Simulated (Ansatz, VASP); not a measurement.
# CsSbSI2: VASP beside Ansatz

The input INCAR:

```
SYSTEM = CsSbSI2
PREC = Accurate ; ENCUT = 520
EDIFF = 1E-6 ; ISMEAR = -1
SIGMA = 0.05 ; LREAL = .FALSE.
LASPH = .TRUE. ; NELM = 100
ALGO = Normal ; ISIF = 2
LWAVE = .FALSE. ; LCHARG = .FALSE.
GGA = PS ; NBANDS = 25
```

KPOINTS

```
Automatic mesh
0
G
  4 4 5
  0 0 0
```

File POSCAR:

```
CsSbSI2
1.0
    6.3217010000      0.0000000000      0.0000000000
    0.0000000000      6.3217010000      0.0000000000
    0.0000000000      0.0000000000      5.0850440000
Cs I Sb S
1 2 1 1
Direct
    0.0000000000      0.0000000000      0.0000000000
    0.5000000000      0.0000000000      0.5000000000
    0.0000000000      0.5000000000      0.5000000000
    0.5000000000      0.5000000000      0.5000000000
    0.5000000000      0.5000000000      0.0000000000
```

input.yaml

```yaml
crystal:
  lattice:
    - [6.321701, 0.0, 0.0]
    - [0.0, 6.321701, 0.0]
    - [0.0, 0.0, 5.085044]
  atoms:
    - { symbol: Cs, position: [0.0, 0.0, 0.0] }
    - { symbol: I, position: [0.5, 0.0, 0.5] }
    - { symbol: I, position: [0.0, 0.5, 0.5] }
    - { symbol: Sb, position: [0.5, 0.5, 0.5] }
    - { symbol: S, position: [0.5, 0.5, 0.0] }
hamiltonian:
  xc: pbesol
  pseudopotentials: { kind: paw }
kpoints:
  mp_grid: { grid: [4, 4, 5] }
  band_path:
    path:
      - [[0.0, 0.0, 0.0], [0.0, 0.5, 0.0], [0.5, 0.5, 0.0], [0.0, 0.0, 0.0], [0.0, 0.0, 0.5], [0.0, 0.5, 0.5], [0.5, 0.5, 0.5], [0.0, 0.0, 0.5]]
      - [[0.0, 0.5, 0.0], [0.0, 0.5, 0.5]]
      - [[0.5, 0.5, 0.0], [0.5, 0.5, 0.5]]
    npoints: 14
scf:
  occupations: { method: fermi_dirac, width: 0.05 }
  n_extra_bands: 12
output:
  forces: true
  stress: true
  eigenvalues: true
  fatbands: true
  write_density: true
  write_potential: true
  elf: true
  volumetric_format: npy
```

Alike in both runs: functional PBEsol; k mesh 4 × 4 × 5; occupations fermi-dirac, width 0.05 eV; no spin polarisation.

```csv
,VASP,Ansatz
version,VASP 6.6.1,Ansatz 0.2.0
potentials or method,"VASP PAW PBE potentials, release 64 (Cs_sv, I, Sb, S)",Ansatz PAW
plane-wave cutoff (eV),520,420
valence electrons in the cell,34,64
task,single point,band structure
```

```csv
,VASP,Ansatz,Ansatz less VASP
gap on the k mesh at the Fermi level (eV),none,none,-
pressure (GPa),-1.1,-1.1,0.00
"traceless stress, the component that is largest in VASP (GPa)",0.99,0.96,-0.032
```

VASP's potentials were made for PBE, not for PBEsol. A gap of «none» marks a metal or a gap that the smearing closes. VASP's potentials hold 34 valence electrons a cell and Ansatz's 64, so a difference there can come from the potentials and not from the codes.

Neither program's run includes spin-orbit coupling.
